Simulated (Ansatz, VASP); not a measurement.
One calculation of AlN, two programs

File INCAR:

```
SYSTEM = AlN
PREC = Accurate
ENCUT = 520
EDIFF = 1E-6
ISMEAR = -1
SIGMA = 0.02
LREAL = .FALSE.
LASPH = .TRUE.
NELM = 60
ALGO = Normal
ISIF = 2
LWAVE = .FALSE.
LCHARG = .FALSE.
GGA = PE
NBANDS = 16
```

KPOINTS

```
regular mesh
0
G
  12 12 4
  0 0 0
```

File POSCAR:

```
AlN
1.0
    3.1130000000     -0.0259416667     -0.0259416667
   -1.5789661667      2.7089108333     -0.0094953333
   -0.0415083333     -0.0415083333      4.9810000000
Al N
2 2
Direct
    0.3333333333      0.6666666667      0.0000000000
    0.6666666667      0.3333333333      0.5000000000
    0.3333333333      0.6666666667      0.3800000000
    0.6666666667      0.3333333333      0.8800000000
```

Input for Ansatz:

```yaml
crystal:
  lattice:
    - [3.113, -0.025941666666666672, -0.025941666666666672]
    - [-1.5789661666666666, 2.708910833333333, -0.009495333333333333]
    - [-0.04150833333333334, -0.04150833333333334, 4.981]
  atoms:
    - { symbol: Al, position: [0.3333333333333333, 0.6666666666666666, 0.0] }
    - { symbol: Al, position: [0.6666666666666666, 0.3333333333333333, 0.5] }
    - { symbol: "N", position: [0.3333333333333333, 0.6666666666666666, 0.38] }
    - { symbol: "N", position: [0.6666666666666666, 0.3333333333333333, 0.88] }
basis:
  ecutwfc: 450.0
kpoints:
  mp_grid:
    grid: [12, 12, 4]
hamiltonian:
  xc: pbe
scf:
  max_iter: 90
  occupations:
    method: fermi_dirac
    width: 0.02
output:
  stress: true
```

Alike in both runs: task single point; functional PBE; k mesh 12 × 12 × 4; occupations fermi-dirac, width 0.02 eV; no spin polarisation.

|  | VASP | Ansatz |
| --- | --- | --- |
| version | VASP 6.6.1 | Ansatz 0.2.0 |
| potentials or method | VASP PAW PBE potentials, release 64 (Al, N), cutoff 520 eV | plane waves, PAW |
| valence electrons in the cell | 16 | 16 |

|  | VASP | Ansatz | Ansatz less VASP |
| --- | --- | --- | --- |
| pressure (GPa) | 3.6 | 3.8 | +0.26 |
| traceless stress, the component that is largest in VASP (GPa) | 2.94 | 2.92 | -0.021 |
